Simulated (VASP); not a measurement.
Here is a VASP 6.6.1 calculation.

File INCAR:

```
ALGO = Normal ; EDIFF = 1E-6
ENCUT = 520 ; ISIF = 2
ISMEAR = 1 ; LASPH = True
LCHARG = False ; LREAL = False
LWAVE = False ; NBANDS = 14
NELM = 100 ; PREC = Accurate
SIGMA = 0.3
```

File KPOINTS:

```
k-points
0
Gamma
  10 10 7
```

Contents of POSCAR:

```
LiHPd
1.0
    2.7794670000      0.0000000000      0.0000000000
    0.0000000000      2.7794670000      0.0000000000
    0.0000000000      0.0000000000      3.9043150000
Li H Pd
1 1 1
Direct
    0.5000000000      0.5000000000      0.5000000000
    0.5000000000      0.5000000000      0.0000000000
    0.0000000000      0.0000000000      0.0000000000
```

Potentials or basis: VASP PAW LDA potentials, release 64 (Li_sv, H, Pd).

The run is started by

```console
$ cat potpaw_LDA.64/Li_sv/POTCAR potpaw_LDA.64/H/POTCAR potpaw_LDA.64/Pd/POTCAR > POTCAR
$ mpirun -np 1 vasp_std > vasp.out
```

(1) What does it give for the band gap on the k mesh?

Results:

(1) zero (bands 7 and 8 overlap by 5.62 eV).

Caveat: so wide a smearing shifts energies and pressures.
